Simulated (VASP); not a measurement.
Input of a VASP 6.6.1 run:

INCAR

```
PREC = Accurate
ENCUT = 520
EDIFF = 1E-6
ISMEAR = 0
SIGMA = 0.15
LREAL = F
LASPH = T
NELM = 80
ALGO = Normal
ISIF = 2
LWAVE = F
LCHARG = F
GGA = PS
IVDW = 12
NBANDS = 12
```

Contents of KPOINTS:

```
regular mesh
0
Gamma
  20 20 20
```

Contents of POSCAR:

```
P
1.0
   -1.7856716574      2.6551772123      1.6680623855
    1.7856716574     -2.6551772123      1.6680623855
    1.7856716574      2.6551772123     -1.6680623855
P
2
Direct
    0.8033091100      0.0533091100      0.7500000000
    0.1966908900      0.9466908900      0.2500000000
```

Potentials or basis: VASP PAW PBE potentials, release 64 (P).

Run with:

```bash
$ cat potpaw_PBE.64/P/POTCAR > POTCAR
$ mpirun -np 1 vasp_std > vasp.out
```

Task: Estimate the dispersion energy per atom.

Result: -0.357 eV.

Task: Estimate the band gap on the k mesh.

Result: Zero (bands 5 and 6 overlap by 1.14 eV).

Task: What does it give for the largest force?

Result: 0.972 eV/Å.

Forces in eV/Å, atoms in the order of the input:
```
P    0.000  0.000 -0.972
P    0.000  0.000  0.972
```

Caveat: the PAW data sets were made with another functional, which shifts forces and pressure a little.
